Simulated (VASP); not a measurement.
## C: single point with r2SCAN

The system is C.

```
C
1.0
     0.00000    1.79793    1.79793
     1.79793    0.00000    1.79793
     1.79793    1.79793    0.00000
C
2
Direct
  0.00000 0.00000 0.00000
  0.25000 0.25000 0.25000
```

This cell differs from its parent crystal: strain +1.0%.

```yaml
Program: VASP 6.6.1
Task: single point
Functional: r2SCAN
Potentials_or_basis: VASP PAW PBE potentials, release 64 (C_h)
Cutoff: 910 eV
k_mesh: 12 × 12 × 12
Occupations: gaussian, width 0.01 eV
Spin: no spin polarisation
Dipole_correction: no
Second_run: hard_potentials
Further_INCAR_settings: ALGO = Normal; EDIFF = 1e-06; NBANDS = 11
```

The pressure is -13.5 GPa and the band gap on the k mesh is 4.32 eV, indirect (least direct gap 5.81 eV).

Levels at points of the mesh, in eV from the valence-band top:
| k point | band 1 | band 2 | band 3 | band 4 | band 5 | band 6 | band 7 | band 8 |
| --- | --- | --- | --- | --- | --- | --- | --- | --- |
| (0.00, 0.00, 0.00) | -22.34 | 0.00 | 0.00 | 0.00 | 5.81 | 5.81 | 5.81 | 13.27 |
| (0.50, 0.00, 0.00) | -16.53 | -13.75 | -2.90 | -2.90 | 8.81 | 8.81 | 8.81 | 16.49 |
| (0.50, 0.50, 0.00) | -13.39 | -13.39 | -6.49 | -6.49 | 4.97 | 4.97 | 17.53 | 17.53 |

Wall time 76 s on 1 thread of Intel(R) Xeon(R) Platinum 8259CL CPU @ 2.50GHz (Skylake/Cascade Lake), with other jobs on the host, peak memory 0.16 GiB.

Caveat: the cell differs from its parent crystal (strain +1.0%); the cutoff is under 1.25 times the usual one of these potentials, so pressure, stress and relaxed cells hold a basis-set (Pulay) error; the PAW data sets were made with another functional, which shifts forces and pressure a little. A k mesh can miss the band edges.
